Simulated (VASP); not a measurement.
Wanted: the native input for a VASP 6.6.1 run.

- Task: single point
- Functional: r2SCAN
- Potentials or basis: VASP PAW PBE potentials, release 64 (Cu_sv_GW, O)
- Cutoff: 900 eV
- k mesh: 7 × 7 × 7
- Occupations: fermi-dirac, width 0.05 eV
- Spin: no spin polarisation
- Dipole correction: no
- Further INCAR settings: ALGO = Normal; EDIFF = 1e-06; NBANDS = 46

The system is CuO.

```xyz
6
Lattice="4.1609 0.0000 0.0000 0.0000 4.1609 0.0000 0.0000 0.0000 3.8876" Properties=species:S:1:pos:R:3 pbc="T T T"
Cu    2.0805    0.0000    1.9438
Cu    0.0000    2.0805    1.9438
Cu    0.0000    0.0000    0.0000
O     0.0000    0.0000    1.9438
O     2.0805    0.0000    0.0000
O     0.0000    2.0805    0.0000
```

One way to write it, as run:

POSCAR

```
CuO
1.0
    4.1609370000      0.0000000000      0.0000000000
    0.0000000000      4.1609370000      0.0000000000
    0.0000000000      0.0000000000      3.8876430000
Cu O
3 3
Direct
    0.5000000000      0.0000000000      0.5000000000
    0.0000000000      0.5000000000      0.5000000000
    0.0000000000      0.0000000000      0.0000000000
    0.0000000000      0.0000000000      0.5000000000
    0.5000000000      0.0000000000      0.0000000000
    0.0000000000      0.5000000000      0.0000000000
```

INCAR.step1

```
SYSTEM = CuO
  PREC = Accurate
  ENCUT = 900
  ISMEAR = -1
  SIGMA = 0.05
  LREAL = .False.
  LASPH = .True.
  NELM = 120
  NBANDS = 46
  GGA = PE
  ALGO = Normal
  EDIFF = 1E-5
  LWAVE = .True.
  LCHARG = .False.
  GGA_COMPAT = .False.
```

INCAR.step2

```
SYSTEM = CuO
  PREC = Accurate
  ENCUT = 900
  EDIFF = 1E-6
  ISMEAR = -1
  SIGMA = 0.05
  LREAL = .False.
  LASPH = .True.
  NELM = 120
  ALGO = Normal
  ISIF = 2
  LWAVE = .False.
  LCHARG = .False.
  METAGGA = R2SCAN
  LMIXTAU = .True.
  NBANDS = 46
  ISTART = 1
  GGA_COMPAT = .False.
```

KPOINTS

```
regular mesh
0
Gamma
  7 7 7
  0 0 0
```

Potentials or basis: VASP PAW PBE potentials, release 64 (Cu_sv_GW, O).

Run with:

```console
$ cat potpaw_PBE.64/Cu_sv_GW/POTCAR potpaw_PBE.64/O/POTCAR > POTCAR
$ cp INCAR.step1 INCAR
$ mpirun -np 1 vasp_std > vasp.out
$ cp INCAR.step2 INCAR
$ mpirun -np 1 vasp_std > vasp.out
```

Results of the run:

| Item | Value |
| --- | --- |
| Pressure | -5.1 GPa |
| Band gap on the k mesh | zero (an odd number of electrons rules out a gap without spin polarisation) |

Caveat: the cell stands under tension; the PAW data sets were made with another functional, which shifts forces and pressure a little; an odd number of electrons without spin polarisation forces a metal; a magnetic or distorted state may lie lower; semilocal functionals often make such compounds metallic where correlation or magnetic order opens a gap, which also shifts bond lengths.

It used 830 s of CPU time on 1 thread of Intel(R) Xeon(R) 6975P-C (Granite Rapids), with other jobs on the host.
